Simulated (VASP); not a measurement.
# MnHg (P4/mmm) in VASP: a series of runs

MnHg is run at these levels: PBE; tasks: single point.

Program: VASP 6.6.1. These are calculated values, not measurements. Logs are shortened: lines on timing, memory, paths and dates and some standing lists are left out, and cuts for length are marked.

### 1 The cell of the first run

The typed cell holds 2 atoms: a = 3.146 Å, b = 3.146 Å, c = 3.149 Å, α = 90.00°, β = 90.00°, γ = 90.00°.

### 2 Single point, PBE

File INCAR:

```
PREC = Accurate
ENCUT = 680
EDIFF = 1E-6
ISMEAR = 0
SIGMA = 0.1
LREAL = False
LASPH = True
NELM = 120
ALGO = Normal
ISIF = 2
LWAVE = False
LCHARG = False
GGA = PE
NBANDS = 24
GGA_COMPAT = False
```

File KPOINTS:

```
regular mesh
0
Gamma
  12 12 12
```

File POSCAR:

```
MnHg
1.0
    3.1456117250      0.0000000000      0.0000000000
    0.0000000000      3.1456117250      0.0000000000
    0.0000000000      0.0000000000      3.1494279506
Mn Hg
1 1
Direct
    0.5000000000      0.5000000000      0.5000000000
    0.0000000000      0.0000000000      0.0000000000
```

Potentials or basis: VASP PAW PBE potentials, release 64 (Mn_sv, Hg_sv_GW).

Started as:

```
cat potpaw_PBE.64/Mn_sv/POTCAR potpaw_PBE.64/Hg_sv_GW/POTCAR > POTCAR
mpirun -np 1 vasp_std > vasp.out
```

OUTCAR:

```text
PREC = Accurate
   ENCUT = 680
   EDIFF = 1E-6
   ISMEAR = 0
   LREAL = False
   LASPH = True
   NELM = 120
   ISIF = 2
   GGA = PE

 ion  position               nearest neighbor table
   1  0.500  0.500  0.500-   2 2.73   2 2.73   2 2.73   2 2.73   2 2.73   2 2.73   2 2.73   2 2.73

   2  0.000  0.000  0.000-   1 2.73   1 2.73   1 2.73   1 2.73   1 2.73   1 2.73   1 2.73   1 2.73

  LATTYP: Found a simple tetragonal cell.
 ALAT       =     3.1456117250
 C/A-ratio  =     1.0012131903

  Lattice vectors:

 A1 = (   3.1456117250,   0.0000000000,   0.0000000000)
 A2 = (   0.0000000000,   3.1456117250,   0.0000000000)
 A3 = (   0.0000000000,   0.0000000000,   3.1494279506)

Analysis of symmetry for initial positions (statically):
=====================================================================
 Subroutine PRICEL returns:
 Original cell was already a primitive cell.

 Routine SETGRP: Setting up the symmetry group for a
 simple tetragonal supercell.

 Subroutine GETGRP returns: Found 16 space group operations
 (whereof 16 operations were pure point group operations)
 out of a pool of 16 trial point group operations.

The static configuration has the point symmetry D_4h.

Analysis of symmetry for dynamics (positions and initial velocities):
=====================================================================
 Subroutine PRICEL returns:
 Original cell was already a primitive cell.

 Routine SETGRP: Setting up the symmetry group for a
 simple tetragonal supercell.

 Subroutine GETGRP returns: Found 16 space group operations
 (whereof 16 operations were pure point group operations)
 out of a pool of 16 trial point group operations.

The dynamic configuration has the point symmetry D_4h.

 Subroutine INISYM returns: Found 16 space group operations
 (whereof 16 operations are pure point group operations),
 and found     1 'primitive' translations

----------------------------------------------------------------------------------------

                                     Primitive cell

  volume of cell :      31.1632

  direct lattice vectors                    reciprocal lattice vectors
     3.145611725  0.000000000  0.000000000     0.317903189  0.000000000  0.000000000
     0.000000000  3.145611725  0.000000000     0.000000000  0.317903189  0.000000000
     0.000000000  0.000000000  3.149427951     0.000000000  0.000000000  0.317517980

  length of vectors
     3.145611725  3.145611725  3.149427951     0.317903189  0.317903189  0.317517980

  position of ions in fractional coordinates (direct lattice)
     0.500000000  0.500000000  0.500000000
     0.000000000  0.000000000  0.000000000

  ion indices of the primitive-cell ions
   primitive index   ion index
                 1           1
                 2           2

----------------------------------------------------------------------------------------

 KPOINTS: regular mesh

Automatic generation of k-mesh.
 Grid dimensions read from file:
 generate k-points for:   12   12   12

 Generating k-lattice:

  Cartesian coordinates                     Fractional coordinates (reciprocal lattice)
     0.026491932  0.000000000  0.000000000     0.083333333  0.000000000  0.000000000
     0.000000000  0.026491932  0.000000000     0.000000000  0.083333333  0.000000000
     0.000000000  0.000000000  0.026459832     0.000000000  0.000000000  0.083333333

  Length of vectors
     0.026491932  0.026491932  0.026459832

  Shift w.r.t. Gamma in fractional coordinates (k-lattice)
     0.000000000  0.000000000  0.000000000

 Subroutine IBZKPT returns following result:
 ===========================================

 Found    196 irreducible k-points:

 Following reciprocal coordinates:
            Coordinates               Weight
  0.000000  0.000000  0.000000      1.000000
  0.083333  0.000000  0.000000      4.000000
  0.166667  0.000000  0.000000      4.000000
  0.250000  0.000000  0.000000      4.000000
  0.333333  0.000000  0.000000      4.000000
  0.416667  0.000000  0.000000      4.000000
[... 16 lines left out ...]
  0.333333  0.333333  0.000000      4.000000
  0.416667  0.333333  0.000000      8.000000
 [... further k-points ...]
   k-points           NKPTS =    196   k-points in BZ     NKDIM =    196   number of bands    NBANDS=     24
   number of dos      NEDOS =    301   number of ions     NIONS =      2
   total plane-waves  NPLWV =  21952
   dimension x,y,z NGX =    28 NGY =   28 NGZ =   28
   dimension x,y,z NGXF=    56 NGYF=   56 NGZF=   56
   ions per type =               1   1
   NGX,Y,Z   is equivalent  to a cutoff of  14.80, 14.80, 14.78 a.u.
   NGXF,Y,Z  is equivalent  to a cutoff of  29.60, 29.60, 29.56 a.u.
 SYSTEM =  unknown system
   PREC   = accura    normal or accurate (medium, high low for compatibility)
   ISTART =      0    job   : 0-new  1-cont  2-samecut
   ICHARG =      2    charge: 1-file 2-atom 10-const
   ISPIN  =      1    spin polarized calculation?
   LNONCOLLINEAR =      F non collinear calculations
   LSORBIT =      F    spin-orbit coupling
   LASPH  =      T    aspherical Exc in radial PAW
   ENCUT  =  680.0 eV  49.98 Ry    7.07 a.u.   6.69  6.69  6.70*2*pi/ulx,y,z
   NELM   =    120;   NELMIN=  2; NELMDL= -5     # of ELM steps
   EDIFF  = 0.1E-05   stopping-criterion for ELM
   LREAL  =      F    real-space projection
[... 7 lines left out ...]
   TEBEG  =    0.0;   TEEND  =   0.0 temperature during run
   PSTRESS=    0.0 pullay stress
   NELECT =      35.0000    total number of electrons
   NUPDOWN=      -1.0000    fix difference up-down
   EMIN   =  10.00;   EMAX   =-10.00  energy-range for DOS
   EFERMI =   0.00;   METHOD = LEGACY
   ISMEAR =     0;   SIGMA  =   0.10  broadening in eV -4-tet -1-fermi 0-gaus
   EFERMI_NEDOS =   21; number of points for ismear=-14 and -15
   IALGO  =     38    algorithm
   IMIX   =      4    mixing-type and parameters
     AMIX     =   0.40;   BMIX     =  1.00
     AMIX_MAG =   1.60;   BMIX_MAG =  1.00
  volume/ion in A,a.u.               =      15.58       105.15
  Fermi-wavevector in a.u.,A,eV,Ry     =   1.701702  3.215751 39.399617  2.895790
  Thomas-Fermi vector in A             =   2.781606
   LORBIT       =      0    0 simple, 1 ext, 2 COOP (PROOUT), +10 PAW based schemes
   GGA     = PE    functional components
   LHFCALC =     F    Hartree Fock is set to
   AEXX    =    0.0000 exact exchange contribution
   IVDW    =     0    specifies the selected vdW correction
   LEPSILON=     F    determine dielectric tensor
   LRPA    =     F    only Hartree local field effects (RPA)
 non-spin polarized calculation
 Gauss-broadening in eV      SIGMA  =   0.10
  energy-cutoff  :      680.00
  volume of cell :       31.16
 maximum number of plane-waves:      1280
 NGX is ok and might be reduce to    28
   NGX = 13   NGY = 13   NGZ = 13

 number of electron      35.0000001 magnetization

 Free energy of the ion-electron system (eV)
  ---------------------------------------------------
  ext. energy  EPLUGINS =         0.00000000
  ---------------------------------------------------
  free energy    TOTEN  =        -7.43140833 eV

  energy without entropy =       -7.41358411  energy(sigma->0) =       -7.42249622

 E-fermi :  10.0154     XC(G=0): -12.9920

 val. band max:       10.0055328157   @ k =   0.1667   0.0000   0.0000
 cond. band min:      10.0213400694   @ k =   0.1667   0.1667   0.2500
 fundamental gap:      0.0158072537
 Fermi energy:        10.0153807787

 k-point     1 :       0.0000    0.0000    0.0000
  band No.  band energies     occupation
      1    -105.5399      2.00000
      2     -68.8982      2.00000
      3     -53.8439      2.00000
      4     -53.8438      2.00000
      5     -53.8438      2.00000
      6     -37.6579      2.00000
[... 16 lines left out ...]
     23      22.0448      0.00000
     24      23.6930      0.00000

 k-point     2 :       0.0833    0.0000    0.0000
  band No.  band energies     occupation
      1    -105.5399      2.00000
      2     -68.8981      2.00000
      3     -53.8455      2.00000
      4     -53.8438      2.00000
      5     -53.8437      2.00000
      6     -37.6602      2.00000
[... 16 lines left out ...]
     23      22.4414      0.00000
     24      23.6561      0.00000

 k-point     3 :       0.1667    0.0000    0.0000
  band No.  band energies     occupation
      1    -105.5398      2.00000
      2     -68.8977      2.00000
      3     -53.8502      2.00000
      4     -53.8434      2.00000
      5     -53.8433      2.00000
      6     -37.6669      2.00000
[... 16 lines left out ...]
     23      22.6378      0.00000
     24      23.5914      0.00000

 k-point     4 :       0.2500    0.0000    0.0000
  band No.  band energies     occupation
      1    -105.5397      2.00000
      2     -68.8971      2.00000
      3     -53.8566      2.00000
      4     -53.8429      2.00000
      5     -53.8428      2.00000
      6     -37.6760      2.00000
[... 16 lines left out ...]
     23      22.6232      0.00000
     24      23.4930      0.00000

 k-point     5 :       0.3333    0.0000    0.0000
  band No.  band energies     occupation
      1    -105.5395      2.00000
      2     -68.8966      2.00000
      3     -53.8629      2.00000
      4     -53.8423      2.00000
      5     -53.8422      2.00000
      6     -37.6849      2.00000
[... 16 lines left out ...]
     23      22.6641      0.00000
     24      23.3830      0.00000

 k-point     6 :       0.4167    0.0000    0.0000
  band No.  band energies     occupation
      1    -105.5394      2.00000
      2     -68.8962      2.00000
      3     -53.8676      2.00000
      4     -53.8419      2.00000
      5     -53.8418      2.00000
      6     -37.6915      2.00000
[... 16 lines left out ...]
     23      22.9047      0.00000
     24      23.2953      0.00000
[... 379 lines left out ...]
 k-point    21 :       0.4167    0.2500    0.0000
  band No.  band energies     occupation
      1    -105.5391      2.00000
      2     -68.8950      2.00000
      3     -53.8669      2.00000
      4     -53.8549      2.00000
      5     -53.8410      2.00000
      6     -37.6889      2.00000
[... 16 lines left out ...]
     23      22.0972      0.00000
     24      23.2383      0.00000

 k-point    22 :       0.5000    0.2500    0.0000
  band No.  band energies     occupation
      1    -105.5390      2.00000
      2     -68.8949      2.00000
      3     -53.8686      2.00000
      4     -53.8548      2.00000
      5     -53.8408      2.00000
      6     -37.6911      2.00000
[... 16 lines left out ...]
     23      23.0736      0.00000
     24      23.2749      0.00000

 k-point    23 :       0.3333    0.3333    0.0000
  band No.  band energies     occupation
      1    -105.5391      2.00000
      2     -68.8949      2.00000
      3     -53.8619      2.00000
      4     -53.8616      2.00000
      5     -53.8409      2.00000
      6     -37.6822      2.00000
[... 16 lines left out ...]
     23      21.7127      0.00000
     24      23.1463      0.00000

 k-point    24 :       0.4167    0.3333    0.0000
  band No.  band energies     occupation
      1    -105.5390      2.00000
      2     -68.8944      2.00000
      3     -53.8665      2.00000
      4     -53.8615      2.00000
      5     -53.8405      2.00000
      6     -37.6876      2.00000
[... 16 lines left out ...]
     23      22.7283      0.00000
     24      23.1100      0.00000

 [... further k-points ...]
[... 5 lines left out ...]
  --------------------------------------------------------------------------------------
  -------------------------------------------------------------------------------------
  Total       -0.0732098     -0.0732098     -0.0789923      0.0000000      0.0000000     -0.0000000
  in kB       -3.7639007     -3.7639007     -4.0611914      0.0000000      0.0000000     -0.0000000
  external PRESSURE =      -3.8629976 kB  Pullay stress =       0.0000000 kB

 VOLUME and BASIS-vectors are now :
 -----------------------------------------------------------------------------
  energy-cutoff  :      680.00
  volume of cell :       31.16
      direct lattice vectors                 reciprocal lattice vectors
     3.145611725  0.000000000  0.000000000     0.317903189  0.000000000  0.000000000
     0.000000000  3.145611725  0.000000000     0.000000000  0.317903189  0.000000000
     0.000000000  0.000000000  3.149427951     0.000000000  0.000000000  0.317517980

 POSITION                                       TOTAL-FORCE (eV/Angst)
 -----------------------------------------------------------------------------------
      1.57281      1.57281      1.57471         0.000000      0.000000      0.000000
      0.00000      0.00000      0.00000         0.000000      0.000000      0.000000
 -----------------------------------------------------------------------------------
    total drift:                                0.000000      0.000000      0.000000

  FREE ENERGIE OF THE ION-ELECTRON SYSTEM (eV)
  ---------------------------------------------------
  free  energy   TOTEN  =        -7.4314083311 eV

  energy  without entropy=       -7.4135841096  energy(sigma->0) =       -7.42249622
```

Wall time 94 s (1 thread of Intel Xeon Platinum 8559C (Emerald Rapids), shared host); peak memory 0.37 GiB.

What came out:

```yaml
Free_energy: -7.4314 eV
Pressure: -0.4 GPa
Band_gap_on_the_k_mesh: zero (an odd number of electrons rules out a gap without spin polarisation)
```

Levels at points of the mesh, in eV from the Fermi level:
```
           k point  band 15  band 16  band 17  band 18  band 19  band 20  band 21  band 22
(0.00, 0.00, 0.00)    -0.86    -0.86     0.34     0.34     0.34     6.21     6.24     6.24
(0.50, 0.00, 0.00)    -4.47    -1.44    -0.77    -0.76     0.03     0.91    12.23    12.26
(0.50, 0.50, 0.00)    -1.19    -1.19    -0.54     0.28     0.28     0.56     3.12     5.41
(0.00, 0.00, 0.50)    -4.48    -1.44    -0.76    -0.76     0.03     0.90    12.25    12.25
(0.50, 0.00, 0.50)    -1.20    -1.20    -0.55     0.28     0.28     0.55     3.12     5.40
(0.50, 0.50, 0.50)    -2.43    -2.43     0.59     0.59     1.83     6.00     6.00     6.01
```

Caveat: spin-orbit coupling is left out, which moves the levels of the heavy elements; the run has no spin polarisation, though such a crystal can be magnetic. Spin polarisation is off, so any magnetic state and its effect on volume and gap are missing.

### 3 Single point, PBE, collinear spin

This run uses another cell than the first one, of 17.91 Å³/atom.

File INCAR:

```
PREC = Accurate ; ENCUT = 520
EDIFF = 1E-6 ; ISMEAR = 0
SIGMA = 0.1 ; LREAL = False
LASPH = True ; NELM = 150
ALGO = Fast ; ISIF = 2
LWAVE = False ; LCHARG = False
ISPIN = 2 ; MAGMOM = 3 -0.1
LORBIT = 11 ; NUPDOWN = 2.5
LMAXMIX = 4 ; GGA = PE
NBANDS = 24
```

KPOINTS is that of step 2.

File POSCAR:

```
MnHg
1.0
    3.2880000000      0.0000000000      0.0000000000
    0.0000000000      3.2880000000      0.0000000000
    0.0000000000      0.0000000000      3.3130000000
Mn Hg
1 1
Direct
    0.5000000000      0.5000000000      0.5000000000
    0.0000000000      0.0000000000      0.0000000000
```

Potentials or basis: VASP PAW PBE potentials, release 64 (Mn_pv, Hg).

Started as:

```
cat potpaw_PBE.64/Mn_pv/POTCAR potpaw_PBE.64/Hg/POTCAR > POTCAR
mpirun -np 1 vasp_std > vasp.out
```

Run time: 2.3 min. Hardware: 1 thread of AMD EPYC 9R45 (Zen 5), shared host; peak memory 0.32 GiB.

Results (log left out):

```
Free energy                                           : -8.0430 eV
Pressure                                              : -6.4 GPa
Net moment                                            : 2.50 μB per cell
Site moments                                          : Mn +2.70; Hg -0.13 μB
Valence electrons inside the program's atomic spheres : Mn 11.46; Hg 10.56
```

Stress tensor (GPa, compression positive):
```
-6.49  0.00  0.00
 0.00 -6.49  0.00
 0.00  0.00 -6.31
```

Caveat: the cell stands under tension; spin-orbit coupling is left out, which moves the levels of the heavy elements; the total moment is fixed, so each spin has its own Fermi level and the state may be an excited one.

### 4 Single point, PBE, collinear spin

This run uses another cell than the first one, of 17.91 Å³/atom.

File INCAR:

```
SYSTEM = MnHg
  PREC = Accurate
  ENCUT = 520
  EDIFF = 1E-6
  ISMEAR = 0
  SIGMA = 0.1
  LREAL = .FALSE.
  LASPH = .TRUE.
  NELM = 150
  ALGO = Normal
  ISIF = 2
  LWAVE = .FALSE.
  LCHARG = .FALSE.
  ISPIN = 2
  MAGMOM = 3.62 -0.09
  LORBIT = 11
  NUPDOWN = 3.12
  LMAXMIX = 4
  GGA = PE
  NBANDS = 24
```

File KPOINTS:

```
Automatic mesh
0
G
  12 12 12
  0 0 0
```

POSCAR is that of step 3.

Started as:

```
cat potpaw_PBE.64/Mn_pv/POTCAR potpaw_PBE.64/Hg/POTCAR > POTCAR
mpirun -np 1 vasp_std > vasp.out
```

It took 2.1 min on 1 thread of AMD EPYC 9R45 (Zen 5), shared host; peak memory 0.32 GiB.

Results (log left out):

```yaml
Free_energy: -8.3314 eV
Pressure: -3.0 GPa
Net_moment: 3.12 μB per cell
Site_moments: Mn +3.26; Hg -0.13 μB
Valence_electrons_inside_the_program's_atomic_spheres: Mn 11.45; Hg 10.58
```

Caveat: spin-orbit coupling is left out, which moves the levels of the heavy elements; the total moment is fixed, so each spin has its own Fermi level and the state may be an excited one.

### 5 Summary

```csv
potentials or basis,spin,fixed moment (μB),cell,cutoff (eV),pressure (GPa),moment (μB)
"VASP PAW PBE potentials, release 64 (Mn_sv, Hg_sv_GW)",off,-,"a = 3.146, b = 3.146, c = 3.149 Å, 2 atoms",680,-0.4,-
"VASP PAW PBE potentials, release 64 (Mn_pv, Hg)",collinear,2.5,"a = 3.288, b = 3.288, c = 3.313 Å, 2 atoms",520,-6.4,2.50
"VASP PAW PBE potentials, release 64 (Mn_pv, Hg)",collinear,3.12,"a = 3.288, b = 3.288, c = 3.313 Å, 2 atoms",520,-3.0,3.12
```

Alike in all rows: task single point; level PBE; k mesh 12 × 12 × 12; smearing gaussian 0.1 eV.

Caveats: spin-orbit coupling is left out, which moves the levels of the heavy elements; the total moment is fixed, so each spin has its own Fermi level and the state may be an excited one (at least some runs); the cell stands under tension (at least some runs).

Total energies depend on the potentials used, so only differences within one code and one set of settings carry meaning.
